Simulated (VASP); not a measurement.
# NaF (I-4m2) in VASP: settings compared, part 2 of 2

VASP 6.6.1.

## 3. Single point, r2SCAN (epitaxial xy strain -1.6%)

Input file POSCAR:

```
NaF
1.0
    0.0000000000      2.4897486815      2.6035648747
    2.4897486815      0.0000000000      2.6035648747
    2.4897486815      2.4897486815      0.0000000000
Na F
1 1
Direct
    0.0000000000      0.0000000000      0.0000000000
    0.2500000000      0.2500000000      0.2500000000
```

Input file INCAR.step1:

```
PREC     = Accurate       # precision mode
ENCUT    = 520            # plane-wave cutoff, eV
ISMEAR   = 0              # smearing method
SIGMA    = 0.01           # smearing width, eV
LREAL    = F              # projectors in reciprocal space
LASPH    = T              # aspherical terms in the spheres
NELM     = 100            # most SCF steps
NBANDS   = 14             # bands
GGA      = PE             # functional
ALGO     = Normal         # electronic algorithm
EDIFF    = 1E-4           # SCF threshold, eV
LWAVE    = T              # write WAVECAR
LCHARG   = F              # write CHGCAR
```

Input file INCAR.step2:

```
PREC     = Accurate       # precision mode
ENCUT    = 520            # plane-wave cutoff, eV
EDIFF    = 1E-7           # SCF threshold, eV
ISMEAR   = 0              # smearing method
SIGMA    = 0.01           # smearing width, eV
LREAL    = F              # projectors in reciprocal space
LASPH    = T              # aspherical terms in the spheres
NELM     = 100            # most SCF steps
ALGO     = Normal         # electronic algorithm
ISIF     = 2              # what is computed and relaxed
LWAVE    = F              # write WAVECAR
LCHARG   = F              # write CHGCAR
METAGGA  = R2SCAN         # meta-GGA
LMIXTAU  = T            
NBANDS   = 14             # bands
ISTART   = 1
```

Input file KPOINTS:

```
Automatic mesh
0
Gamma
  8 8 8
```

Potentials or basis: VASP PAW PBE potentials, release 64 (Na_pv, F).

Command:

```
$ cat potpaw_PBE.64/Na_pv/POTCAR potpaw_PBE.64/F/POTCAR > POTCAR
$ cp INCAR.step1 INCAR
$ mpirun -np 1 vasp_std > vasp.out
$ cp INCAR.step2 INCAR
$ mpirun -np 1 vasp_std > vasp.out
```

OUTCAR:

```text
PREC = Accurate
   ENCUT = 520
   EDIFF = 1E-7
   ISMEAR = 0
   LREAL = F
   LASPH = T
   NELM = 100
   ISIF = 2
   METAGGA = R2SCAN
   ISTART = 1

 ion  position               nearest neighbor table
   1  0.000  0.000  0.000-   2 2.19   2 2.19   2 2.19   2 2.19
   2  0.250  0.250  0.250-   1 2.19   1 2.19   1 2.19   1 2.19

  LATTYP: Found a body centered tetragonal cell.
 ALAT       =     3.5210363523
 C/A-ratio  =     1.4788628200

  Lattice vectors:

 A1 = (  -2.4897486815,   0.0000000000,   2.6035648747)
 A2 = (   2.4897486815,   0.0000000000,   2.6035648747)
 A3 = (   0.0000000000,   2.4897486815,  -2.6035648747)

Analysis of symmetry for initial positions (statically):
=====================================================================
 Subroutine PRICEL returns:
 Original cell was already a primitive cell.

 Routine SETGRP: Setting up the symmetry group for a
 body centered tetragonal supercell.

 Subroutine GETGRP returns: Found  8 space group operations
 (whereof  8 operations were pure point group operations)
 out of a pool of 16 trial point group operations.

The static configuration has the point symmetry D_2d.

Analysis of symmetry for dynamics (positions and initial velocities):
=====================================================================
 Subroutine PRICEL returns:
 Original cell was already a primitive cell.

 Routine SETGRP: Setting up the symmetry group for a
 body centered tetragonal supercell.

 Subroutine GETGRP returns: Found  8 space group operations
 (whereof  8 operations were pure point group operations)
 out of a pool of 16 trial point group operations.

The dynamic configuration has the point symmetry D_2d.

 Subroutine INISYM returns: Found  8 space group operations
 (whereof  8 operations are pure point group operations),
 and found     1 'primitive' translations

----------------------------------------------------------------------------------------

                                     Primitive cell

[... 115 lines left out ...]
   METAGGA = R2SCAN    functional components
   LHFCALC =     F    Hartree Fock is set to
   AEXX    =    0.0000 exact exchange contribution
   IVDW    =     0    specifies the selected vdW correction
   LEPSILON=     F    determine dielectric tensor
   LRPA    =     F    only Hartree local field effects (RPA)
 non-spin polarized calculation
 Gauss-broadening in eV      SIGMA  =   0.01
  energy-cutoff  :      520.00
  volume of cell :       32.28
 maximum number of plane-waves:       901
   NGX = 13   NGY = 13   NGZ = 13

 number of electron      13.9999983 magnetization

 Free energy of the ion-electron system (eV)
  ---------------------------------------------------
  ext. energy  EPLUGINS =         0.00000000
  ---------------------------------------------------
  free energy    TOTEN  =       -12.32097556 eV

  energy without entropy =      -12.32097556  energy(sigma->0) =      -12.32097556

 E-fermi :  -3.7960     XC(G=0):  -8.2533

 val. band max:       -3.9592838619   @ k =  -0.1250   0.1250   0.0000
 cond. band min:       2.3105169670   @ k =   0.0000   0.0000   0.0000
 fundamental gap:      6.2698008289
 Fermi energy:        -3.7960453655

 k-point     1 :       0.0000    0.0000    0.0000
  band No.  band energies     occupation
      1     -23.8486      2.00000
      2     -23.3807      2.00000
      3     -23.3804      2.00000
      4     -23.3733      2.00000
      5      -3.9977      2.00000
      6      -3.9663      2.00000
      7      -3.9663      2.00000
      8       2.3105      0.00000
      9      16.5081      0.00000
     10      16.6241      0.00000
     11      16.6243      0.00000
     12      17.3574      0.00000
     13      18.0257      0.00000
     14      18.1039      0.00000
[... 377 lines left out ...]
      1     -24.2247      2.00000
      2     -23.3961      2.00000
      3     -23.3889      2.00000
      4     -22.9478      2.00000
      5      -4.6101      2.00000
      6      -4.0626      2.00000
      7      -4.0249      2.00000
      8       5.0360      0.00000
      9      10.1897      0.00000
     10      13.4760      0.00000
     11      14.3276      0.00000
     12      17.1566      0.00000
     13      19.0470      0.00000
     14      19.6510      0.00000

 [... further k-points ...]
[... 5 lines left out ...]
  --------------------------------------------------------------------------------------
  -------------------------------------------------------------------------------------
  Total       -0.0374897     -0.0374897     -0.0927300      0.0000000      0.0000000      0.0000000
  in kB       -1.8608565     -1.8608565     -4.6027919      0.0000000      0.0000000      0.0000000
  external PRESSURE =      -2.7748350 kB  Pullay stress =       0.0000000 kB

 VOLUME and BASIS-vectors are now :
 -----------------------------------------------------------------------------
  energy-cutoff  :      520.00
  volume of cell :       32.28
      direct lattice vectors                 reciprocal lattice vectors
     0.000000000  2.489748682  2.603564875    -0.200823482  0.200823482  0.192044379
     2.489748682  0.000000000  2.603564875     0.200823482 -0.200823482  0.192044379
     2.489748682  2.489748682  0.000000000     0.200823482  0.200823482 -0.192044379

 POSITION                                       TOTAL-FORCE (eV/Angst)
 -----------------------------------------------------------------------------------
      0.00000      0.00000      0.00000         0.000000      0.000000      0.000000
      1.24487      1.24487      1.30178        -0.000000     -0.000000     -0.000000
 -----------------------------------------------------------------------------------
    total drift:                                0.000011      0.000011      0.000009

  FREE ENERGIE OF THE ION-ELECTRON SYSTEM (eV)
  ---------------------------------------------------
  free  energy   TOTEN  =       -12.3209755640 eV

  energy  without entropy=      -12.3209755640  energy(sigma->0) =      -12.32097556
```

Run time: 2 min. Hardware: 1 thread of AMD EPYC 7R43 (Zen 3), shared host; peak memory 0.13 GiB.

Results:

```
Free energy            : -12.3210 eV
Pressure               : -0.3 GPa
Band gap on the k mesh : 6.27 eV (least direct gap 6.28 eV)
```

Stress tensor (GPa, compression positive):
```
-0.19  0.00  0.00
 0.00 -0.19  0.00
 0.00  0.00 -0.46
```

Caveat: the cell differs from its parent crystal (epitaxial xy strain -1.6%); the structure was generated, so it needn't be the stable form of NaF; the PAW data sets were made with another functional, which shifts forces and pressure a little.
